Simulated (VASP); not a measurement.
A run of VASP 6.6.1:

INCAR

```
SYSTEM = MgBe2Te2O
PREC     = Accurate       ! precision mode
ENCUT    = 600            ! plane-wave cutoff, eV
EDIFF    = 1E-7           ! SCF threshold, eV
ISMEAR   = 0              ! smearing method
SIGMA    = 0.1            ! smearing width, eV
LREAL    = .False.        ! projectors in reciprocal space
LASPH    = .True.         ! aspherical terms in the spheres
NELM     = 100            ! most SCF steps
ALGO     = Normal         ! electronic algorithm
ISIF     = 3              ! what is computed and relaxed
LWAVE    = .False.        ! write WAVECAR
LCHARG   = .False.        ! write CHGCAR
GGA      = PE             ! functional
IBRION   = 2              ! ionic algorithm
NSW      = 90             ! ionic steps
EDIFFG   = -0.04          ! ionic threshold
```

File KPOINTS:

```
regular mesh
0
Gamma
  6 6 2
  0 0 0
```

File POSCAR:

```
MgBe2Te2O
1.0
    3.3305270129      0.0000000000      0.0000000000
    0.0000000000      3.3305270129      0.0000000000
    0.0000000000      0.0000000000     10.4696602252
Mg Be Te O
1 2 2 1
Direct
    0.0000000000      0.0000000000      0.0000000000
    0.5000000000      0.0000000000      0.5753072364
    0.0000000000      0.5000000000      0.4246927636
    0.5000000000      0.0000000000      0.3375941174
    0.0000000000      0.5000000000      0.6624058826
    0.5000000000      0.5000000000      0.0000000000
```

Potentials or basis: VASP PAW PBE potentials, release 64 (Mg, Be, Te, O).

The run is started by

```sh
$ cat potpaw_PBE.64/Mg/POTCAR potpaw_PBE.64/Be/POTCAR potpaw_PBE.64/Te/POTCAR potpaw_PBE.64/O/POTCAR > POTCAR
$ mpirun -np 1 vasp_std > vasp.out
```

Hardware: 1 thread of Intel Xeon 6975P-C, on a shared host.

Problem. How long does it take, and how much memory?

Solution. Run time: 3 min on 1 thread of Intel Xeon 6975P-C, with other jobs on the host, peak memory 0.29 GiB. Counts: scf iterations 55, k points 20, ion steps 6.
